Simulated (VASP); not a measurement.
Here is a VASP 6.6.1 calculation.

The input INCAR:

```
SYSTEM = BN
PREC = Accurate
ENCUT = 600
EDIFF = 1E-6
ISMEAR = 0
SIGMA = 0.02
LREAL = .FALSE.
LASPH = .TRUE.
NELM = 100
ALGO = Normal
ISIF = 3
LWAVE = .FALSE.
LCHARG = .FALSE.
GGA = PS
IBRION = 2
NSW = 100
EDIFFG = -0.005
```

File KPOINTS:

```
Automatic mesh
0
G
  12 12 12
  0 0 0
```

Contents of POSCAR:

```
BN
1.0
    1.2511217832      0.7223354983      3.3729344033
   -1.2511217832      0.7223354983      3.3729344033
    0.0000000000     -1.4446709967      3.3729344033
B N
1 1
Direct
    0.9996712000      0.9996712000      0.9996712000
    0.3327618000      0.3327618000      0.3327618000
```

Potentials or basis: VASP PAW PBE potentials, release 64 (B, N).

Command:

```console
$ cat potpaw_PBE.64/B/POTCAR potpaw_PBE.64/N/POTCAR > POTCAR
$ mpirun -np 1 vasp_std > vasp.out
```

(1) Predict the space group after relaxing (to 0.05 Å).

(2) What does it give for the band gap on the k mesh?

Answers

(1) R3m (No. 160).

(2) 4.20 eV, indirect (least direct gap 4.62 eV).
